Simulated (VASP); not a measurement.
Write the native input for VASP 6.6.1 that does the following.

* Task: single point
* Functional: PBEsol
* Potentials or basis: VASP PAW PBE potentials, release 64 (Ru_pv)
* Cutoff: 520 eV
* k mesh: 16 × 16 × 16
* Occupations: gaussian, width 0.1 eV
* Spin: no spin polarisation
* Dipole correction: no
* Further INCAR settings: ALGO = Normal; EDIFF = 1e-06; NBANDS = 13

The structure of Ru lies in POSCAR:

```
Ru
1.0
    0.0000000000      1.8117623500      1.8117623500
    1.9841123500      0.0000000000      1.8117623500
    1.9841123500      1.8117623500      0.0000000000
Ru
1
Direct
    0.0000000000      0.0000000000      0.0000000000
```

This cell differs from its parent crystal: strained.

One way to write it, as run:

INCAR

```
  PREC = Accurate
  ENCUT = 520
  EDIFF = 1E-6
  ISMEAR = 0
  SIGMA = 0.1
  LREAL = False
  LASPH = True
  NELM = 100
  ALGO = Normal
  ISIF = 2
  LWAVE = False
  LCHARG = True
  GGA = PS
  LELF = True
  LVHAR = True
  NBANDS = 13
```

KPOINTS

```
regular mesh
0
Gamma
  16 16 16
```

Potentials or basis: VASP PAW PBE potentials, release 64 (Ru_pv).

Command:

```sh
$ cat potpaw_PBE.64/Ru_pv/POTCAR > POTCAR
$ mpirun -np 1 vasp_std > vasp.out
```

It gave:

```json
{
  "Pressure": "11.2 GPa",
  "Band gap on the k mesh": "zero (bands 7 and 8 overlap by 3.99 eV)"
}
```

Caveat: the cell differs from its parent crystal (strained); the stress differs along the axes, from -9 to 21 GPa; the PAW data sets were made with another functional, which shifts forces and pressure a little.

Run time: 19 s on 1 thread of Intel(R) Xeon(R) 6975P-C (Granite Rapids) (shared host), peak memory 0.17 GiB.
